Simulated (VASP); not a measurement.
# NaH (Pm-3m) in VASP: further runs

Aim: see how the results for NaH move with the level of theory and the settings. Levels: r2SCAN, PBE, PBEsol. Tasks: single point, relaxation of cell and atoms.

All numbers are computed with VASP 6.6.1; they aren't measurements. Logs are shortened: lines on timing, memory, paths and dates and some standing lists are left out, and cuts for length are marked.

### Step 1. The cell of the first run

The structure is cubic, space group Pm-3m (No. 221). The conventional cell has a = 2.932 Å, b = 2.932 Å, c = 2.932 Å, α = 90.00°, β = 90.00°, γ = 90.00°. Na (site symmetry m-3m) has 8 H at 2.54 Å and 6 Na at 2.93 Å within 3.4 Å. H (site symmetry m-3m) has 8 Na at 2.54 Å and 6 H at 2.93 Å within 3.4 Å.

### Step 2. Single point, r2SCAN

File POSCAR:

```
NaH
1.0
    2.9323911888      0.0000000000      0.0000000000
    0.0000000000      2.9323911888      0.0000000000
    0.0000000000      0.0000000000      2.9323911888
Na H
1 1
Direct
    0.0000000000      0.0000000000      0.0000000000
    0.5000000000      0.5000000000      0.5000000000
```

File INCAR.step1:

```
  PREC = Accurate
  ENCUT = 520
  ISMEAR = 0
  SIGMA = 0.01
  LREAL = F
  LASPH = T
  NELM = 100
  NBANDS = 11
  GGA = PE
  ALGO = Normal
  EDIFF = 1E-4
  LWAVE = T
  LCHARG = F
```

File INCAR.step2:

```
  PREC = Accurate
  ENCUT = 520
  EDIFF = 1E-7
  ISMEAR = 0
  SIGMA = 0.01
  LREAL = F
  LASPH = T
  NELM = 100
  ALGO = Normal
  ISIF = 2
  LWAVE = F
  LCHARG = F
  METAGGA = R2SCAN
  LMIXTAU = T
  NBANDS = 11
  ISTART = 1
```

File KPOINTS:

```
regular mesh
0
Gamma
  8 8 8
```

Potentials or basis: VASP PAW PBE potentials, release 64 (Na_pv, H).

On the command line:

```bash
> cat potpaw_PBE.64/Na_pv/POTCAR potpaw_PBE.64/H/POTCAR > POTCAR
> cp INCAR.step1 INCAR
> mpirun -np 1 vasp_std > vasp.out
> cp INCAR.step2 INCAR
> mpirun -np 1 vasp_std > vasp.out
```

OUTCAR:

```text
PREC = Accurate
   ENCUT = 520
   EDIFF = 1E-7
   ISMEAR = 0
   LREAL = F
   LASPH = T
   NELM = 100
   ISIF = 2
   METAGGA = R2SCAN
   ISTART = 1

 ion  position               nearest neighbor table
   1  0.000  0.000  0.000-
   2  0.500  0.500  0.500-

  LATTYP: Found a simple cubic cell.
 ALAT       =     2.9323911888

  Lattice vectors:

 A1 = (   2.9323911888,   0.0000000000,   0.0000000000)
 A2 = (   0.0000000000,   2.9323911888,   0.0000000000)
 A3 = (   0.0000000000,   0.0000000000,   2.9323911888)

Analysis of symmetry for initial positions (statically):
=====================================================================
 Subroutine PRICEL returns:
 Original cell was already a primitive cell.

 Routine SETGRP: Setting up the symmetry group for a
 simple cubic supercell.

 Subroutine GETGRP returns: Found 48 space group operations
 (whereof 48 operations were pure point group operations)
 out of a pool of 48 trial point group operations.

The static configuration has the point symmetry O_h .

Analysis of symmetry for dynamics (positions and initial velocities):
=====================================================================
 Subroutine PRICEL returns:
 Original cell was already a primitive cell.

 Routine SETGRP: Setting up the symmetry group for a
 simple cubic supercell.

 Subroutine GETGRP returns: Found 48 space group operations
 (whereof 48 operations were pure point group operations)
 out of a pool of 48 trial point group operations.

The dynamic configuration has the point symmetry O_h .

 Subroutine INISYM returns: Found 48 space group operations
 (whereof 48 operations are pure point group operations),
 and found     1 'primitive' translations

----------------------------------------------------------------------------------------

                                     Primitive cell

  volume of cell :      25.2154

  direct lattice vectors                    reciprocal lattice vectors
     2.932391189  0.000000000  0.000000000     0.341018621  0.000000000  0.000000000
     0.000000000  2.932391189  0.000000000     0.000000000  0.341018621  0.000000000
     0.000000000  0.000000000  2.932391189     0.000000000  0.000000000  0.341018621

  length of vectors
     2.932391189  2.932391189  2.932391189     0.341018621  0.341018621  0.341018621

  position of ions in fractional coordinates (direct lattice)
     0.000000000  0.000000000  0.000000000
     0.500000000  0.500000000  0.500000000

  ion indices of the primitive-cell ions
   primitive index   ion index
                 1           1
                 2           2

----------------------------------------------------------------------------------------

 KPOINTS: regular mesh

Automatic generation of k-mesh.
 Grid dimensions read from file:
 generate k-points for:    8    8    8

 Generating k-lattice:

  Cartesian coordinates                     Fractional coordinates (reciprocal lattice)
     0.042627328  0.000000000  0.000000000     0.125000000  0.000000000  0.000000000
     0.000000000  0.042627328  0.000000000     0.000000000  0.125000000  0.000000000
     0.000000000  0.000000000  0.042627328     0.000000000  0.000000000  0.125000000

  Length of vectors
     0.042627328  0.042627328  0.042627328

  Shift w.r.t. Gamma in fractional coordinates (k-lattice)
     0.000000000  0.000000000  0.000000000

 Subroutine IBZKPT returns following result:
 ===========================================

 Found     35 irreducible k-points:

 Following reciprocal coordinates:
            Coordinates               Weight
  0.000000  0.000000  0.000000      1.000000
  0.125000  0.000000  0.000000      6.000000
  0.250000  0.000000  0.000000      6.000000
  0.375000  0.000000  0.000000      6.000000
  0.500000  0.000000  0.000000      3.000000
  0.125000  0.125000  0.000000     12.000000
[... 16 lines left out ...]
  0.375000  0.375000  0.125000     24.000000
  0.500000  0.375000  0.125000     24.000000
 [... further k-points ...]
   k-points           NKPTS =     35   k-points in BZ     NKDIM =     35   number of bands    NBANDS=     11
   number of dos      NEDOS =    301   number of ions     NIONS =      2
   total plane-waves  NPLWV =  13824
   dimension x,y,z NGX =    24 NGY =   24 NGZ =   24
   dimension x,y,z NGXF=    48 NGYF=   48 NGZF=   48
   ions per type =               1   1
   NGX,Y,Z   is equivalent  to a cutoff of  13.61, 13.61, 13.61 a.u.
   NGXF,Y,Z  is equivalent  to a cutoff of  27.21, 27.21, 27.21 a.u.
 SYSTEM =  unknown system
   PREC   = accura    normal or accurate (medium, high low for compatibility)
   ISTART =      1    job   : 0-new  1-cont  2-samecut
   ICHARG =      0    charge: 1-file 2-atom 10-const
   ISPIN  =      1    spin polarized calculation?
   LNONCOLLINEAR =      F non collinear calculations
   LSORBIT =      F    spin-orbit coupling
   LASPH  =      T    aspherical Exc in radial PAW
[... 36 lines left out ...]
  volume of cell :       25.22
 maximum number of plane-waves:       691
 NGX is ok and might be reduce to    24
   NGX = 11   NGY = 11   NGZ = 11

 number of electron       8.0000014 magnetization

 Free energy of the ion-electron system (eV)
  ---------------------------------------------------
  ext. energy  EPLUGINS =         0.00000000
  ---------------------------------------------------
  free energy    TOTEN  =        -7.29425088 eV

  energy without entropy =       -7.29425088  energy(sigma->0) =       -7.29425088

 E-fermi :   1.3893     XC(G=0):  -8.6528

 val. band max:        1.1779042404   @ k =   0.5000   0.5000   0.5000
 cond. band min:       2.7843551905   @ k =   0.5000   0.0000   0.0000
 fundamental gap:      1.6064509502
 Fermi energy:         1.3893256410

 k-point     1 :       0.0000    0.0000    0.0000
  band No.  band energies     occupation
      1     -24.3070      2.00000
      2     -24.3070      2.00000
      3     -24.3070      2.00000
      4      -4.8923      2.00000
      5      11.0640      0.00000
      6      12.8543      0.00000
      7      12.8543      0.00000
      8      14.6337      0.00000
      9      14.6337      0.00000
     10      14.6337      0.00000
     11      28.0221      0.00000

 k-point     2 :       0.1250    0.0000    0.0000
  band No.  band energies     occupation
      1     -24.3335      2.00000
      2     -24.3047      2.00000
      3     -24.3047      2.00000
      4      -4.6422      2.00000
      5       9.3116      0.00000
      6      12.0458      0.00000
      7      13.1208      0.00000
      8      14.8096      0.00000
      9      14.8096      0.00000
     10      17.8026      0.00000
     11      26.1040      0.00000

 k-point     3 :       0.2500    0.0000    0.0000
  band No.  band energies     occupation
      1     -24.3969      2.00000
      2     -24.2991      2.00000
      3     -24.2991      2.00000
      4      -3.9342      2.00000
      5       6.2901      0.00000
      6      12.4689      0.00000
      7      13.9074      0.00000
      8      15.3115      0.00000
      9      15.3115      0.00000
     10      22.1138      0.00000
     11      23.3330      0.00000

 k-point     4 :       0.3750    0.0000    0.0000
  band No.  band energies     occupation
      1     -24.4596      2.00000
      2     -24.2935      2.00000
      3     -24.2935      2.00000
      4      -2.9604      2.00000
      5       3.8548      0.00000
      6      13.0510      0.00000
      7      15.1320      0.00000
      8      16.0079      0.00000
      9      16.0079      0.00000
     10      20.4363      0.00000
     11      21.5104      0.00000
[... 239 lines left out ...]
 k-point    22 :       0.5000    0.2500    0.1250
  band No.  band energies     occupation
      1     -24.4655      2.00000
      2     -24.3702      2.00000
      3     -24.3071      2.00000
      4      -1.4967      2.00000
      5       4.1641      0.00000
      6       9.1811      0.00000
      7      12.8585      0.00000
      8      13.2945      0.00000
      9      17.5172      0.00000
     10      19.9307      0.00000
     11      23.6208      0.00000

 k-point    23 :       0.3750    0.3750    0.1250
  band No.  band energies     occupation
      1     -24.4332      2.00000
      2     -24.4289      2.00000
      3     -24.3039      2.00000
      4      -1.2376      2.00000
      5       5.9166      0.00000
      6       6.7095      0.00000
      7      11.6079      0.00000
      8      13.6786      0.00000
      9      18.6010      0.00000
     10      18.9062      0.00000
     11      22.5349      0.00000

 k-point    24 :       0.5000    0.3750    0.1250
  band No.  band energies     occupation
      1     -24.4547      2.00000
      2     -24.4269      2.00000
      3     -24.3015      2.00000
      4      -0.8330      2.00000
      5       5.3699      0.00000
      6       7.0909      0.00000
      7      10.5835      0.00000
      8      14.1099      0.00000
      9      17.8823      0.00000
     10      19.0047      0.00000
     11      23.3509      0.00000

 [... further k-points ...]

------------------------ aborting loop because EDIFF is reached ----------------------------------------

  FORCE on cell =-STRESS in cart. coord.  units (eV):
  Direction    XX          YY          ZZ          XY          YZ          ZX
  --------------------------------------------------------------------------------------
  -------------------------------------------------------------------------------------
  Total       -0.0453265     -0.0453265     -0.0453265     -0.0000000     -0.0000000      0.0000000
  in kB       -2.8800325     -2.8800325     -2.8800325     -0.0000000     -0.0000000      0.0000000
  external PRESSURE =      -2.8800325 kB  Pullay stress =       0.0000000 kB

 VOLUME and BASIS-vectors are now :
 -----------------------------------------------------------------------------
  energy-cutoff  :      520.00
  volume of cell :       25.22
      direct lattice vectors                 reciprocal lattice vectors
     2.932391189  0.000000000  0.000000000     0.341018621  0.000000000  0.000000000
     0.000000000  2.932391189  0.000000000     0.000000000  0.341018621  0.000000000
     0.000000000  0.000000000  2.932391189     0.000000000  0.000000000  0.341018621

 POSITION                                       TOTAL-FORCE (eV/Angst)
 -----------------------------------------------------------------------------------
      0.00000      0.00000      0.00000         0.000000      0.000000      0.000000
      1.46620      1.46620      1.46620         0.000000      0.000000      0.000000
 -----------------------------------------------------------------------------------
    total drift:                                0.000000      0.000000      0.000000

  FREE ENERGIE OF THE ION-ELECTRON SYSTEM (eV)
  ---------------------------------------------------
  free  energy   TOTEN  =        -7.2942508755 eV

  energy  without entropy=       -7.2942508755  energy(sigma->0) =       -7.29425088
```

It took 20 s on 1 thread of Intel Xeon Platinum 8259CL at 2.50GHz (Skylake/Cascade Lake), shared host; peak memory 0.13 GiB.

Results:

```
Free energy            : -7.2943 eV
Pressure               : -0.3 GPa
Band gap on the k mesh : 1.61 eV, indirect (least direct gap 5.17 eV)
```

Caveat: the PAW data sets were made with another functional, which shifts forces and pressure a little.

### Step 3. Relaxation of cell and atoms, PBE

This run uses another cell than the first one, of 7.10 Å³/atom, 0.563 times its volume.

File INCAR:

```
SYSTEM = NaH
ALGO = Normal ; EDIFF = 1E-7
EDIFFG = -0.005 ; ENCUT = 600
GGA = PE ; IBRION = 2
ISIF = 3 ; ISMEAR = -1
LASPH = .True. ; LCHARG = .False.
LREAL = .False. ; LWAVE = .False.
NELM = 60 ; NSW = 80
PREC = Accurate ; SIGMA = 0.02
```

File KPOINTS:

```
k-points
0
Gamma
  10 10 10
  0 0 0
```

File POSCAR:

```
NaH
1.0
    2.4213389016      0.0000000000      0.0000000000
    0.0000000000      2.4213389016      0.0000000000
    0.0000000000      0.0000000000      2.4213389016
Na H
1 1
Direct
    0.0000000000      0.0000000000      0.0000000000
    0.5000000000      0.5000000000      0.5000000000
```

Potentials or basis: VASP PAW PBE potentials, release 64 (Na_pv, H).

On the command line:

```bash
> cat potpaw_PBE.64/Na_pv/POTCAR potpaw_PBE.64/H/POTCAR > POTCAR
> mpirun -np 1 vasp_std > vasp.out
```

It took 48 s on 1 thread of Intel Xeon Platinum 8259CL at 2.50GHz (Skylake/Cascade Lake), shared host; peak memory 0.12 GiB.

It converged, with:

```yaml
Free_energy: -4.7538 eV
Relaxed_volume: 12.75 Å³/atom
Relaxed_cell: a = 2.943 Å, b = 2.943 Å, c = 2.943 Å, α = 90.00°, β = 90.00°, γ = 90.00°
Space_group_after_relaxing_to_0.05_Å: Pm-3m (No. 221)
Energy_gained_by_relaxing: 501.6 meV/atom
Ionic_steps: 23
Pressure_after_relaxing: 0.0 GPa
Band_gap_on_the_k_mesh: 1.03 eV, indirect (least direct gap 4.47 eV)
```

The path:
```csv
step,energy change (eV),largest force (eV/Å),pressure (GPa),volume (Å³)
1,0.0000,0.0000,44.86,14.20
2,-0.7587,0.0000,14.58,18.68
3,-0.9697,0.0000,4.06,22.59
4,-0.9099,0.0000,-3.89,31.98
5,-1.0014,0.0000,-0.75,26.31
6,-1.0032,0.0000,-0.10,25.63
7,-1.0032,0.0000,0.19,25.35
8,-1.0032,0.0000,0.19,25.35
9,-1.0032,0.0000,0.19,25.36
10,-1.0032,0.0000,0.18,25.36
11,-1.0032,0.0000,0.18,25.36
12,-1.0032,0.0000,0.18,25.36
13,-1.0032,0.0000,0.18,25.36
14,-1.0032,0.0000,0.18,25.36
15,-1.0032,0.0000,0.18,25.36
16,-1.0032,0.0000,0.18,25.36
17,-1.0032,0.0000,0.19,25.36
18,-1.0032,0.0000,0.16,25.36
19,-1.0032,0.0000,0.17,25.36
20,-1.0032,0.0000,0.16,25.37
21,-1.0032,0.0000,0.14,25.39
22,-1.0032,0.0000,0.09,25.43
23,-1.0033,0.0000,0.00,25.50
```

Final structure:
```
CELL_PARAMETERS angstrom
2.94324 0.00000 0.00000
0.00000 2.94324 0.00000
0.00000 0.00000 2.94324
ATOMIC_POSITIONS crystal
Na 0.00000 0.00000 0.00000
H 0.50000 0.50000 0.50000
```

Levels at points of the mesh, in eV from the valence-band top:
| k point | band 1 | band 2 | band 3 | band 4 | band 5 | band 6 | band 7 | band 8 |
| --- | --- | --- | --- | --- | --- | --- | --- | --- |
| (0.00, 0.00, 0.00) | -24.56 | -24.56 | -24.56 | -5.98 | 8.76 | 11.01 | 11.01 | 12.58 |
| (0.50, 0.00, 0.00) | -24.74 | -24.54 | -24.54 | -3.44 | 1.03 | 10.99 | 14.27 | 14.61 |
| (0.50, 0.50, 0.00) | -24.71 | -24.71 | -24.53 | -1.75 | 4.29 | 4.29 | 6.87 | 14.80 |
| (0.50, 0.50, 0.50) | -24.68 | -24.68 | -24.68 | 0.00 | 6.91 | 6.91 | 6.91 | 9.20 |

Caveat: the volume moved by over 15 % at a fixed basis, so the end points are rough.

### Step 4. Relaxation of cell and atoms, PBEsol

This run uses another cell than the first one, of 13.03 Å³/atom, 1.034 times its volume.

File INCAR:

```
PREC     = Accurate       # precision mode
ENCUT    = 600            # plane-wave cutoff, eV
EDIFF    = 1E-7           # SCF threshold, eV
ISMEAR   = -1             # smearing method
SIGMA    = 0.02           # smearing width, eV
LREAL    = False          # projectors in reciprocal space
LASPH    = True           # aspherical terms in the spheres
NELM     = 80             # most SCF steps
ALGO     = Normal         # electronic algorithm
ISIF     = 3              # what is computed and relaxed
LWAVE    = False          # write WAVECAR
LCHARG   = False          # write CHGCAR
GGA      = PS             # functional
IBRION   = 2              # ionic algorithm
NSW      = 80             # ionic steps
EDIFFG   = -0.005         # ionic threshold
```

File KPOINTS:

```
Automatic mesh
0
Gamma
  8 8 8
```

File POSCAR:

```
NaH
1.0
    2.9649794950      0.0000000000      0.0000000000
    0.0000000000      2.9649794950      0.0000000000
    0.0000000000      0.0000000000      2.9649794950
Na H
1 1
Direct
    0.0000000000      0.0000000000      0.0000000000
    0.5000000000      0.5000000000      0.5000000000
```

On the command line:

```bash
> cat potpaw_PBE.64/Na_pv/POTCAR potpaw_PBE.64/H/POTCAR > POTCAR
> mpirun -np 1 vasp_std > vasp.out
```

It took 13 s on 1 thread of Intel Xeon Platinum 8259CL at 2.50GHz (Skylake/Cascade Lake), shared host; peak memory 0.13 GiB.

It converged, with:

- Free energy: -4.7891 eV
- Relaxed volume: 12.69 Å³/atom
- Relaxed cell: a = 2.939 Å, b = 2.939 Å, c = 2.939 Å, α = 90.00°, β = 90.00°, γ = 90.00°
- Space group after relaxing (to 0.05 Å): Pm-3m (No. 221)
- Energy gained by relaxing: 0.7 meV/atom
- Ionic steps: 4
- Pressure after relaxing: 0.0 GPa
- Band gap on the k mesh: 0.80 eV, indirect (least direct gap 4.36 eV)

The path:
```tsv
step	energy change (eV)	largest force (eV/Å)	pressure (GPa)	volume (Å³)
1	0.0000	0.0000	-0.63	26.07
2	-0.0007	0.0000	-0.46	25.87
3	-0.0013	0.0000	-0.14	25.53
4	-0.0014	0.0000	0.00	25.38
```

Final structure:
```xyz
2
Lattice="2.9389 0.0000 0.0000 0.0000 2.9389 0.0000 0.0000 0.0000 2.9389" Properties=species:S:1:pos:R:3 pbc="T T T"
Na    0.0000    0.0000    0.0000
H     1.4695    1.4695    1.4695
```

Levels at points of the mesh, in eV from the valence-band top:
| k point | band 1 | band 2 | band 3 | band 4 | band 5 | band 6 | band 7 | band 8 |
| --- | --- | --- | --- | --- | --- | --- | --- | --- |
| (0.00, 0.00, 0.00) | -24.50 | -24.50 | -24.50 | -6.15 | 8.77 | 10.76 | 10.76 | 12.41 |
| (0.50, 0.00, 0.00) | -24.69 | -24.48 | -24.48 | -3.56 | 0.80 | 10.91 | 14.06 | 14.45 |
| (0.50, 0.50, 0.00) | -24.66 | -24.66 | -24.47 | -1.82 | 4.05 | 4.05 | 6.69 | 14.69 |
| (0.50, 0.50, 0.50) | -24.63 | -24.63 | -24.63 | 0.00 | 6.68 | 6.68 | 6.68 | 8.97 |

Caveat: the PAW data sets were made with another functional, which shifts forces and pressure a little. Expect the measured gap to be larger: semilocal functionals such as PBEsol lack the derivative discontinuity.

### Step 5. Overview

| task | level | cell | k mesh | cutoff (eV) | smearing | gap on the mesh (eV) | pressure (GPa) | relaxed volume (Å³/atom) |
| --- | --- | --- | --- | --- | --- | --- | --- | --- |
| single point | r2SCAN | a = 2.932 Å, 2 atoms | 8 × 8 × 8 | 520 | gaussian 0.01 eV | 1.61 | -0.3 | - |
| relaxation of cell and atoms | PBE | relaxed from a = 2.421 Å, 2 atoms | 10 × 10 × 10 | 600 | fermi-dirac 0.02 eV | 1.03 | 0.0 | 12.75 |
| relaxation of cell and atoms | PBEsol | relaxed from a = 2.965 Å, 2 atoms | 8 × 8 × 8 | 600 | fermi-dirac 0.02 eV | 0.80 | 0.0 | 12.69 |

Alike in all rows: potentials or basis VASP PAW PBE potentials, release 64 (Na_pv, H); no spin polarisation.

Caveats: the PAW data sets were made with another functional, which shifts forces and pressure a little (some runs); the volume moved by over 15 % at a fixed basis, so the end points are rough (some runs).

Total energies depend on the potentials used, so only differences within one code and one set of settings carry meaning.
